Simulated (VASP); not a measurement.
# Ir (Fm-3m) in VASP: single point with PBE

Aim: the single point of Ir with PBE.

Everything below comes from runs of VASP 6.6.1. Logs are shortened: lines on timing, memory, paths and dates and some standing lists are left out, and cuts for length are marked.

### Step 1. The cell of the first run

The structure is cubic, space group Fm-3m (No. 225). The conventional cell has a = 3.732 Å, b = 3.732 Å, c = 3.732 Å, α = 90.00°, β = 90.00°, γ = 90.00°. Ir (site symmetry m-3m) has 12 Ir at 2.64 Å within 3.5 Å.

### Step 2. Single point, PBE

The input, INCAR:

```
SYSTEM = Ir
PREC = Accurate
ENCUT = 520
EDIFF = 1E-7
ISMEAR = 0
SIGMA = 0.1
LREAL = .FALSE.
LASPH = .TRUE.
NELM = 80
ALGO = Fast
ISIF = 2
LWAVE = .FALSE.
LCHARG = .FALSE.
GGA = PE
NBANDS = 10
```

The input, KPOINTS:

```
regular mesh
0
G
  48 48 48
  0 0 0
```

The input, POSCAR:

```
Ir
1.0
    0.0000000000      1.8662209787      1.8662209787
    1.8662209787      0.0000000000      1.8662209787
    1.8662209787      1.8662209787      0.0000000000
Ir
1
Direct
    0.0000000000      0.0000000000      0.0000000000
```

Potentials or basis: VASP PAW PBE potentials, release 64 (Ir).

On the command line:

```sh
$ cat potpaw_PBE.64/Ir/POTCAR > POTCAR
$ mpirun -np 1 vasp_std > vasp.out
```

OUTCAR:

```text
SYSTEM = Ir
   PREC = Accurate
   ENCUT = 520
   EDIFF = 1E-7
   ISMEAR = 0
   LREAL = .FALSE.
   LASPH = .TRUE.
   NELM = 80
   ISIF = 2
   GGA = PE

 ion  position               nearest neighbor table
   1  0.000  0.000  0.000-

  LATTYP: Found a face centered cubic cell.
 ALAT       =     3.7324419574

  Lattice vectors:

 A1 = (   0.0000000000,   1.8662209787,   1.8662209787)
 A2 = (   1.8662209787,   0.0000000000,   1.8662209787)
 A3 = (   1.8662209787,   1.8662209787,   0.0000000000)

Analysis of symmetry for initial positions (statically):
=====================================================================
 Subroutine PRICEL returns:
 Original cell was already a primitive cell.

 Routine SETGRP: Setting up the symmetry group for a
 face centered cubic supercell.

 Subroutine GETGRP returns: Found 48 space group operations
 (whereof 48 operations were pure point group operations)
 out of a pool of 48 trial point group operations.

The static configuration has the point symmetry O_h .

Analysis of symmetry for dynamics (positions and initial velocities):
=====================================================================
 Subroutine PRICEL returns:
 Original cell was already a primitive cell.

 Routine SETGRP: Setting up the symmetry group for a
 face centered cubic supercell.

 Subroutine GETGRP returns: Found 48 space group operations
 (whereof 48 operations were pure point group operations)
 out of a pool of 48 trial point group operations.

The dynamic configuration has the point symmetry O_h .

 Subroutine INISYM returns: Found 48 space group operations
 (whereof 48 operations are pure point group operations),
 and found     1 'primitive' translations

----------------------------------------------------------------------------------------

                                     Primitive cell

  volume of cell :      12.9993

  direct lattice vectors                    reciprocal lattice vectors
     0.000000000  1.866220979  1.866220979    -0.267921112  0.267921112  0.267921112
     1.866220979  0.000000000  1.866220979     0.267921112 -0.267921112  0.267921112
     1.866220979  1.866220979  0.000000000     0.267921112  0.267921112 -0.267921112

  length of vectors
     2.639235018  2.639235018  2.639235018     0.464052979  0.464052979  0.464052979

  position of ions in fractional coordinates (direct lattice)
     0.000000000  0.000000000  0.000000000

  ion indices of the primitive-cell ions
   primitive index   ion index
                 1           1

[... 78 lines left out ...]
   ISYM   =      2    0-nonsym 1-usesym 2-fastsym
   POTIM  = 0.5000    time-step for ionic-motion
   TEBEG  =    0.0;   TEEND  =   0.0 temperature during run
   PSTRESS=    0.0 pullay stress
   NELECT =       9.0000    total number of electrons
   NUPDOWN=      -1.0000    fix difference up-down
   EMIN   =  10.00;   EMAX   =-10.00  energy-range for DOS
   EFERMI =   0.00;   METHOD = LEGACY
   ISMEAR =     0;   SIGMA  =   0.10  broadening in eV -4-tet -1-fermi 0-gaus
   EFERMI_NEDOS =   21; number of points for ismear=-14 and -15
   IALGO  =     68    algorithm
   IMIX   =      4    mixing-type and parameters
     AMIX     =   0.40;   BMIX     =  1.00
     AMIX_MAG =   1.60;   BMIX_MAG =  1.00
  volume/ion in A,a.u.               =      13.00        87.72
  Fermi-wavevector in a.u.,A,eV,Ry     =   1.448269  2.736832 28.537994  2.097483
  Thomas-Fermi vector in A             =   2.566129
   LORBIT       =      0    0 simple, 1 ext, 2 COOP (PROOUT), +10 PAW based schemes
   GGA     = PE    functional components
   LHFCALC =     F    Hartree Fock is set to
   AEXX    =    0.0000 exact exchange contribution
   IVDW    =     0    specifies the selected vdW correction
   LEPSILON=     F    determine dielectric tensor
   LRPA    =     F    only Hartree local field effects (RPA)
 non-spin polarized calculation
 RMM-DIIS sequential band-by-band and
 Gauss-broadening in eV      SIGMA  =   0.10
  energy-cutoff  :      520.00
  volume of cell :       13.00
 maximum number of plane-waves:       365
   NGX =  9   NGY =  9   NGZ =  9

 number of electron       8.9999999 magnetization

 Free energy of the ion-electron system (eV)
  ---------------------------------------------------
  ext. energy  EPLUGINS =         0.00000000
  ---------------------------------------------------
  free energy    TOTEN  =        -8.63452651 eV

  energy without entropy =       -8.63075450  energy(sigma->0) =       -8.63264050

 E-fermi :  11.9295     XC(G=0): -14.4969

 val. band max:       11.9291927717   @ k =   0.3125   0.2083   0.0417
 cond. band min:      11.9324085512   @ k =  -0.3125   0.2500   0.0833
 fundamental gap:      0.0032157795
 Fermi energy:        11.9294925327

 k-point     1 :       0.0000    0.0000    0.0000
  band No.  band energies     occupation
      1      -0.1157      2.00000
      2       7.5215      2.00000
      3       7.5215      2.00000
      4       7.5215      2.00000
      5      10.5974      2.00000
      6      10.5974      2.00000
      7      26.0594      0.00000
      8      32.1645      0.00000
      9      32.1645      0.00000
     10      32.1645      0.00000
[... 287 lines left out ...]
 k-point    24 :       0.4792    0.0000    0.0000
  band No.  band energies     occupation
      1       2.9028      2.00000
      2       7.3944      2.00000
      3       7.3944      2.00000
      4      10.8947      2.00000
      5      12.9772      0.00000
      6      12.9772      0.00000
      7      20.2300      0.00000
      8      25.6574      0.00000
      9      32.5210      0.00000
     10      32.5210      0.00000

 [... further k-points ...]

------------------------ aborting loop because EDIFF is reached ----------------------------------------

  FORCE on cell =-STRESS in cart. coord.  units (eV):
  Direction    XX          YY          ZZ          XY          YZ          ZX
  --------------------------------------------------------------------------------------
  -------------------------------------------------------------------------------------
  Total        4.1559029      4.1559029      4.1559029      0.0000000      0.0000000      0.0000000
  in kB      512.2202919    512.2202919    512.2202919      0.0000000      0.0000000      0.0000000
  external PRESSURE =     512.2202919 kB  Pullay stress =       0.0000000 kB

 VOLUME and BASIS-vectors are now :
 -----------------------------------------------------------------------------
  energy-cutoff  :      520.00
  volume of cell :       13.00
      direct lattice vectors                 reciprocal lattice vectors
     0.000000000  1.866220979  1.866220979    -0.267921112  0.267921112  0.267921112
     1.866220979  0.000000000  1.866220979     0.267921112 -0.267921112  0.267921112
     1.866220979  1.866220979  0.000000000     0.267921112  0.267921112 -0.267921112

 POSITION                                       TOTAL-FORCE (eV/Angst)
 -----------------------------------------------------------------------------------
      0.00000      0.00000      0.00000         0.000000      0.000000     -0.000000
 -----------------------------------------------------------------------------------
    total drift:                                0.000000     -0.000000     -0.000000

  FREE ENERGIE OF THE ION-ELECTRON SYSTEM (eV)
  ---------------------------------------------------
  free  energy   TOTEN  =        -8.6345265125 eV

  energy  without entropy=       -8.6307544956  energy(sigma->0) =       -8.63264050
```

OSZICAR:

```text
N       E                     dE             d eps       ncg     rms          rms(c)
DAV:   1     0.492710440754E+02    0.49271E+02   -0.44333E+03 55772   0.831E+02
DAV:   2    -0.827193175238E+01   -0.57543E+02   -0.54817E+02 56874   0.202E+02
DAV:   3    -0.914046245006E+01   -0.86853E+00   -0.86596E+00 64244   0.300E+01
DAV:   4    -0.914832592958E+01   -0.78635E-02   -0.78620E-02 63358   0.264E+00
DAV:   5    -0.914847199701E+01   -0.14607E-03   -0.14606E-03 64498   0.342E-01    0.193E+01
RMM:   6    -0.873943265036E+01    0.40904E+00   -0.27223E-01 58061   0.661E+00    0.839E+00
RMM:   7    -0.863918470765E+01    0.10025E+00   -0.15475E-01 59546   0.389E+00    0.147E+00
RMM:   8    -0.863808097095E+01    0.11037E-02   -0.18261E-02 68928   0.162E+00    0.123E+00
RMM:   9    -0.863628312023E+01    0.17979E-02   -0.36290E-03 72868   0.517E-01    0.427E-01
RMM:  10    -0.863447406459E+01    0.18091E-02   -0.32315E-03 59027   0.830E-01    0.257E-01
RMM:  11    -0.863453829586E+01   -0.64231E-04   -0.21244E-04 67138   0.140E-01    0.203E-01
RMM:  12    -0.863455079112E+01   -0.12495E-04   -0.57794E-05 74059   0.546E-02    0.228E-01
RMM:  13    -0.863452566426E+01    0.25127E-04   -0.82322E-05 68950   0.103E-01    0.846E-03
RMM:  14    -0.863452931487E+01   -0.36506E-05   -0.19071E-05 68044   0.392E-02    0.568E-02
RMM:  15    -0.863452748120E+01    0.18337E-05   -0.30710E-06 62888   0.262E-02    0.282E-02
RMM:  16    -0.863452686350E+01    0.61769E-06   -0.56105E-07 64353   0.811E-03    0.142E-02
RMM:  17    -0.863452657114E+01    0.29236E-06   -0.19561E-07 43641   0.467E-03    0.109E-02
RMM:  18    -0.863452651248E+01    0.58661E-07   -0.13063E-07 35481   0.397E-03
   1 F= -.86345265E+01 E0= -.86326405E+01  d E =-.377202E-02
```

Run time: 6.5 min. Hardware: 1 thread of Intel Xeon Platinum 8375C at 2.90GHz (Ice Lake), shared host; peak memory 0.48 GiB.

Results:

```
Free energy            : -8.6345 eV
Pressure               : 51.2 GPa
Band gap on the k mesh : zero (an odd number of electrons rules out a gap without spin polarisation)
```

Caveat: the cell stands under pressure; spin-orbit coupling is left out, which moves the levels of the heavy elements.
